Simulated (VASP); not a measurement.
A run of VASP 6.6.1 is set up as follows.

Contents of INCAR:

```
  PREC = Accurate
  ENCUT = 500
  EDIFF = 1E-6
  ISMEAR = 0
  SIGMA = 0.1
  LREAL = F
  LASPH = T
  NELM = 200
  ALGO = Normal
  ISIF = 2
  LWAVE = F
  LCHARG = F
  GGA = PE
  NBANDS = 21
  GGA_COMPAT = F
  LMAXMIX = 6
```

File KPOINTS:

```
Automatic mesh
0
Gamma
  12 12 10
```

Contents of POSCAR:

```
CsDyPt
1.0
    7.0916787475      0.0000000000      0.0000000000
   -3.5458393737      6.1415739509      0.0000000000
    0.0000000000      0.0000000000      5.1422691067
Cs Dy Pt
1 1 1
Direct
    0.6666666667      0.3333333333      0.5000000000
    0.0000000000      0.0000000000      0.5000000000
    0.0000000000      0.0000000000      0.0000000000
```

Potentials or basis: VASP PAW PBE potentials, release 64 (Cs_sv, Dy_3, Pt), 4f in core.

The run is started by

```console
$ cat potpaw_PBE.64/Cs_sv/POTCAR potpaw_PBE.64/Dy_3/POTCAR potpaw_PBE.64/Pt/POTCAR > POTCAR
$ mpirun -np 1 vasp_std > vasp.out
```

(1) What does it give for the band gap on the k mesh?

(2) Predict the pressure.

Answers

(1) zero (bands 14 and 15 overlap by 0.39 eV).

(2) 0.1 GPa.

Caveat: spin-orbit coupling is left out, which moves the levels of the heavy elements; the 4f electrons are frozen in the core, so they carry no moment and show no levels.
